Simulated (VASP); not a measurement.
# Ni (P6_3/mmc) in VASP: further runs, part 2 of 2

VASP 6.6.1.

## (3) Single point, r2SCAN, collinear spin, ferromagnetic start

POSCAR

```
Ni
1.0
    2.5146270000      0.0000000000      0.0000000000
   -1.2573090000      2.1777340000      0.0000000000
    0.0000000000      0.0000000000      3.9819780000
Ni
2
Direct
    0.3333300000      0.6666700000      0.2500000000
    0.6666600000      0.3333300000      0.7500000000
```

INCAR.step1

```
SYSTEM = Ni
PREC = Accurate
ENCUT = 520
ISMEAR = -1
SIGMA = 0.032
LREAL = .False.
LASPH = .True.
NELM = 150
ISPIN = 2
MAGMOM = -0.8 -0.8
LMAXMIX = 4
NBANDS = 21
GGA = PE
ALGO = Normal
EDIFF = 1E-4
LWAVE = .True.
LCHARG = .False.
```

INCAR.step2

```
SYSTEM = Ni
PREC = Accurate
ENCUT = 520
EDIFF = 1E-7
ISMEAR = -1
SIGMA = 0.032
LREAL = .False.
LASPH = .True.
NELM = 150
ALGO = Normal
ISIF = 2
LWAVE = .False.
LCHARG = .False.
ISPIN = 2
MAGMOM = -0.8 -0.8
LORBIT = 11
LMAXMIX = 4
METAGGA = R2SCAN
LMIXTAU = .True.
NBANDS = 21
ISTART = 1
```

KPOINTS

```
Automatic mesh
0
Gamma
  8 8 5
  0 0 0
```

Potentials or basis: VASP PAW PBE potentials, release 64 (Ni).

Run with:

```console
$ cat potpaw_PBE.64/Ni/POTCAR > POTCAR
$ cp INCAR.step1 INCAR
$ mpirun -np 1 vasp_std > vasp.out
$ cp INCAR.step2 INCAR
$ mpirun -np 1 vasp_std > vasp.out
```

OUTCAR:

```text
SYSTEM = Ni
   PREC = Accurate
   ENCUT = 520
   EDIFF = 1E-7
   ISMEAR = -1
   LREAL = .False.
   LASPH = .True.
   NELM = 150
   ISIF = 2
   ISPIN = 2
   LORBIT = 11
   METAGGA = R2SCAN
   ISTART = 1

 ion  position               nearest neighbor table
   1  0.333  0.667  0.250-   2 2.46   2 2.46   2 2.46   2 2.46   2 2.46   2 2.46
   2  0.667  0.333  0.750-   1 2.46   1 2.46   1 2.46   1 2.46   1 2.46   1 2.46

  LATTYP: Found a hexagonal cell.
 ALAT       =     2.5146270000
 C/A-ratio  =     1.5835263043

  Lattice vectors:

 A1 = (   2.5146270000,   0.0000000000,   0.0000000000)
 A2 = (  -1.2573090000,   2.1777340000,   0.0000000000)
 A3 = (   0.0000000000,   0.0000000000,   3.9819780000)

Analysis of symmetry for initial positions (statically):
=====================================================================
 Subroutine PRICEL returns:
 Original cell was already a primitive cell.

 Routine SETGRP: Setting up the symmetry group for a
 hexagonal supercell.

 Subroutine GETGRP returns: Found  8 space group operations
 (whereof  2 operations were pure point group operations)
 out of a pool of 24 trial point group operations.

The static configuration has the point symmetry C_2 .
 The point group associated with its full space group is D_2h.

Analysis of symmetry for dynamics (positions and initial velocities):
=====================================================================
 Subroutine PRICEL returns:
 Original cell was already a primitive cell.

 Routine SETGRP: Setting up the symmetry group for a
 hexagonal supercell.

 Subroutine GETGRP returns: Found  8 space group operations
 (whereof  2 operations were pure point group operations)
 out of a pool of 24 trial point group operations.

The dynamic configuration has the point symmetry C_2 .
 The point group associated with its full space group is D_2h.

Analysis of structural, dynamic, and magnetic symmetry:
=====================================================================
 Subroutine PRICEL returns:
 Original cell was already a primitive cell.
[... 151 lines left out ...]
  ---------------------------------------------------
  free energy    TOTEN  =       -23.77729174 eV

  energy without entropy =      -23.76323404  energy(sigma->0) =      -23.77026289

 E-fermi :   9.3084     XC(G=0): -14.3614

 val. band max:        9.2973722532   @ k =   0.0000   0.1250   0.2000
 cond. band min:       9.3196217682   @ k =   0.5000   0.2500   0.4000
 fundamental gap:      0.0222495150
 Fermi energy:         9.3084029447

 spin component 1

 k-point     1 :       0.0000    0.0000    0.0000
  band No.  band energies     occupation
      1      -0.3413      1.00000
      2       4.7243      1.00000
      3       7.5954      1.00000
      4       7.5957      1.00000
      5       7.7363      1.00000
      6       7.9285      1.00000
[... 565 lines left out ...]
     20      37.3940      0.00000
     21      39.8408      0.00000

 [... further k-points ...]

 spin component 2

 k-point     1 :       0.0000    0.0000    0.0000
  band No.  band energies     occupation
      1      -0.1035      1.00000
      2       4.1142      1.00000
      3       6.5802      1.00000
      4       6.5834      1.00000
      5       6.5836      1.00000
      6       6.8832      1.00000
[... 565 lines left out ...]
     20      37.1772      0.00000
     21      39.6366      0.00000

 [... further k-points ...]

------------------------ aborting loop because EDIFF is reached ----------------------------------------

  FORCE on cell =-STRESS in cart. coord.  units (eV):
  Direction    XX          YY          ZZ          XY          YZ          ZX
  --------------------------------------------------------------------------------------
  -------------------------------------------------------------------------------------
  Total       -1.3258679     -1.3263393     -0.1252286     -0.0000027     -0.0000000      0.0000000
  in kB      -97.4167350    -97.4513710     -9.2010377     -0.0002014     -0.0000000      0.0000000
  external PRESSURE =     -68.0230479 kB  Pullay stress =       0.0000000 kB

 VOLUME and BASIS-vectors are now :
 -----------------------------------------------------------------------------
  energy-cutoff  :      520.00
  volume of cell :       21.81
      direct lattice vectors                 reciprocal lattice vectors
     2.514627000  0.000000000  0.000000000     0.397673293  0.229595630  0.000000000
    -1.257309000  2.177734000  0.000000000     0.000000000  0.459192904  0.000000000
     0.000000000  0.000000000  3.981978000     0.000000000  0.000000000  0.251131473

 POSITION                                       TOTAL-FORCE (eV/Angst)
 -----------------------------------------------------------------------------------
     -0.00001      1.45183      0.99549        -0.000000     -0.000061     -0.000000
      1.25730      0.72590      2.98648         0.000000      0.000061      0.000000
 -----------------------------------------------------------------------------------
    total drift:                               -0.000000      0.000000      0.000000

  FREE ENERGIE OF THE ION-ELECTRON SYSTEM (eV)
  ---------------------------------------------------
  free  energy   TOTEN  =       -23.7772917390 eV

  energy  without entropy=      -23.7632340413  energy(sigma->0) =      -23.77026289

 total charge

# of ion       s       p       d       tot
------------------------------------------
    1        0.510   0.511   8.324   9.345
    2        0.510   0.511   8.324   9.345
--------------------------------------------------
tot          1.019   1.022  16.648  18.689

 magnetization (x)

# of ion       s       p       d       tot
------------------------------------------
    1        0.007   0.040  -0.775  -0.729
    2        0.007   0.040  -0.775  -0.729
--------------------------------------------------
tot          0.013   0.080  -1.550  -1.457
```

OSZICAR.step1:

```text
N       E                     dE             d eps       ncg     rms          rms(c)
DAV:   1     0.949092652223E+02    0.94909E+02   -0.89684E+03  5716   0.136E+03
DAV:   2    -0.742197966962E+01   -0.10233E+03   -0.94515E+02  5392   0.232E+02
DAV:   3    -0.128660206220E+02   -0.54440E+01   -0.52374E+01  6007   0.612E+01
DAV:   4    -0.129309992242E+02   -0.64979E-01   -0.64936E-01  6141   0.640E+00
DAV:   5    -0.129327408970E+02   -0.17417E-02   -0.17416E-02  6091   0.104E+00    0.140E+01
DAV:   6    -0.115588236754E+02    0.13739E+01   -0.71314E+00  6209   0.573E+01    0.844E+00
DAV:   7    -0.109238379740E+02    0.63499E+00   -0.14943E+00  6149   0.232E+01    0.269E+00
DAV:   8    -0.108972889974E+02    0.26549E-01   -0.12232E-02  7131   0.121E+00    0.136E+00
DAV:   9    -0.108921899405E+02    0.50991E-02   -0.63020E-04  7595   0.370E-01    0.387E-01
DAV:  10    -0.108911134288E+02    0.10765E-02   -0.11590E-04  4421   0.183E-01    0.963E-02
DAV:  11    -0.108909973244E+02    0.11610E-03   -0.10118E-04  3781   0.868E-02    0.268E-02
DAV:  12    -0.108910001129E+02   -0.27885E-05   -0.16815E-05  2951   0.366E-02
   1 F= -.10891000E+02 E0= -.10883729E+02  d E =-.145420E-01  mag=    -1.3263
```

It took 4.3 min on 1 thread of AMD EPYC 7R43 (Zen 3), shared host; peak memory 0.13 GiB.

What came out:

| Property | Result |
| --- | --- |
| Free energy | -23.7773 eV |
| Pressure | -6.8 GPa |
| Net moment | -1.41 μB per cell |
| Site moments | Ni -0.73 μB |
| Valence electrons inside the program's atomic spheres | Ni 9.35 |

Levels at points of the mesh, in eV from the Fermi level:
Spin up:
| k point | band 6 | band 7 | band 8 | band 9 | band 10 | band 11 | band 12 | band 13 |
| --- | --- | --- | --- | --- | --- | --- | --- | --- |
| (0.00, 0.00, 0.00) | -1.38 | -1.38 | -1.18 | -1.18 | -0.30 | -0.04 | -0.04 | 6.71 |
| (0.50, 0.00, 0.00) | -1.75 | -1.28 | 0.08 | 0.21 | 0.24 | 1.57 | 3.34 | 9.85 |
| (0.00, 0.50, 0.00) | -1.75 | -1.28 | 0.08 | 0.21 | 0.24 | 1.57 | 3.34 | 9.85 |
Spin down:
```
           k point  band 9  band 10  band 11  band 12  band 13  band 14
(0.00, 0.00, 0.00)   -2.21    -1.15    -1.15    -0.08     6.12    22.85
(0.50, 0.00, 0.00)   -0.93    -0.92     0.84     2.78     9.72    10.45
(0.00, 0.50, 0.00)   -0.93    -0.92     0.84     2.78     9.72    10.45
```

Caveat: the k points lie up to 0.36 Å⁻¹ apart; the PAW data sets were made with another functional, which shifts forces and pressure a little.
